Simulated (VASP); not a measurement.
Crystal: Ba2Os.

```xyz
3
Lattice="0.0000 4.1576 0.0000 4.1576 0.0000 0.0000 2.0788 2.0788 -7.3966" Properties=species:S:1:pos:R:3 pbc="T T T"
Os    0.0000    0.0000    0.0000
Ba    2.0788    2.0788   -1.9231
Ba    4.1576    4.1576   -5.4735
```

| Property | Result |
| --- | --- |
| Program | VASP 6.6.1 |
| Task | relaxation of cell and atoms |
| Functional | PBEsol |
| Potentials or basis | VASP PAW PBE potentials, release 64 (Os, Ba_sv) |
| Cutoff | 600 eV |
| k mesh | 5 × 5 × 5 |
| Occupations | fermi-dirac, width 0.1 eV |
| Spin | no spin polarisation |

At the start: pressure -6.2 GPa; volume 42.62 Å³/atom.

Problem. Where does the relaxation end?

Solution. Over 20 steps the energy falls by 291.4 meV/atom and the volume is 34.10 Å³/atom (-20.0 %); space group I4/mmm (No. 139, to 0.05 Å).

Step by step:
| step | energy change (eV) | largest force (eV/Å) | pressure (GPa) | volume (Å³) |
| --- | --- | --- | --- | --- |
| 1 | 0.0000 | 1.2011 | -6.23 | 127.86 |
| 2 | -0.8368 | 0.0705 | -0.71 | 99.59 |
| 3 | -0.8402 | 0.1917 | -0.09 | 98.17 |
| 4 | -0.8574 | 0.0699 | -0.03 | 97.53 |
| 5 | -0.8650 | 0.0833 | 0.05 | 96.57 |
| 6 | -0.8651 | 0.0708 | 0.05 | 96.66 |
| 7 | -0.8659 | 0.0603 | 0.07 | 96.80 |
| 8 | -0.8677 | 0.0313 | 0.19 | 97.21 |
| 9 | -0.8699 | 0.0253 | 0.40 | 98.02 |
| 10 | -0.8683 | 0.1355 | 0.85 | 99.61 |
| 11 | -0.8702 | 0.0623 | 0.55 | 98.49 |
| 12 | -0.8705 | 0.0587 | 0.54 | 98.61 |
| 13 | -0.8712 | 0.0476 | 0.48 | 98.96 |
| 14 | -0.8723 | 0.0266 | 0.34 | 99.65 |
| 15 | -0.8736 | 0.0143 | 0.09 | 101.05 |
| 16 | -0.8737 | 0.0276 | 0.03 | 101.48 |
| 17 | -0.8737 | 0.0331 | 0.00 | 101.67 |
| 18 | -0.8738 | 0.0294 | 0.00 | 101.73 |
| 19 | -0.8740 | 0.0203 | 0.00 | 101.92 |
| 20 | -0.8741 | 0.0004 | -0.02 | 102.29 |

Final structure:
```
Os Ba
1.0
     0.00000    3.70485    0.00000
     3.70485    0.00000    0.00000
     1.85242    1.85242   -7.45265
Os Ba
1 2
Cartesian
  3.7048 3.7048 0.0000
  1.8524 1.8524 -1.7957
  3.7048 3.7048 -5.6569
```

Caveat: the volume moved by over 15 % at a fixed basis, so the end points are rough; the PAW data sets were made with another functional, which shifts forces and pressure a little.
